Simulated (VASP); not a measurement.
Set up this calculation in VASP 6.6.1, as the native input.

```yaml
Task: single point
Functional: PBEsol
Potentials_or_basis: VASP PAW PBE potentials, release 64 (Sn_d, O)
Cutoff: 520 eV
k_mesh: 10 × 10 × 8
Occupations: gaussian, width 0.15 eV
Spin: no spin polarisation
Dipole_correction: no
Further_INCAR_settings: ALGO = Normal; EDIFF = 1e-06; NBANDS = 28
```

The structure of SnO lies in POSCAR:

```
SnO
1.0
    3.9564242214      0.0000000000      0.0000000000
    0.0000000000      3.9564242214      0.0000000000
    0.0000000000      0.0000000000      4.7505758552
Sn O
2 2
Direct
    0.0000000000      0.5000000000      0.2424656074
    0.5000000000      0.0000000000      0.7575343926
    0.0000000000      0.0000000000      0.0000000000
    0.5000000000      0.5000000000      0.0000000000
```

These files were run (other wordings do the same):

INCAR

```
  PREC = Accurate
  ENCUT = 520
  EDIFF = 1E-6
  ISMEAR = 0
  SIGMA = 0.15
  LREAL = F
  LASPH = T
  NELM = 100
  ALGO = Normal
  ISIF = 2
  LWAVE = F
  LCHARG = F
  GGA = PS
  NBANDS = 28
```

KPOINTS

```
regular mesh
0
Gamma
  10 10 8
```

Potentials or basis: VASP PAW PBE potentials, release 64 (Sn_d, O).

Run with:

```sh
$ cat potpaw_PBE.64/Sn_d/POTCAR potpaw_PBE.64/O/POTCAR > POTCAR
$ mpirun -np 1 vasp_std > vasp.out
```

It gave:

```json
{
  "Pressure": "-6.6 GPa",
  "Largest force": "0.688 eV/Å",
  "Band gap on the k mesh": "0.34 eV (least direct gap 1.83 eV)"
}
```

Caveat: the cell stands under tension; semilocal functionals underestimate gaps, and a narrow one can read as zero; the PAW data sets were made with another functional, which shifts forces and pressure a little; spin-orbit coupling is left out, which moves the levels of the heavy elements.

Run time: 4.5 min on 1 thread of Intel Xeon 8259CL, on a shared host, peak memory 0.3 GiB.
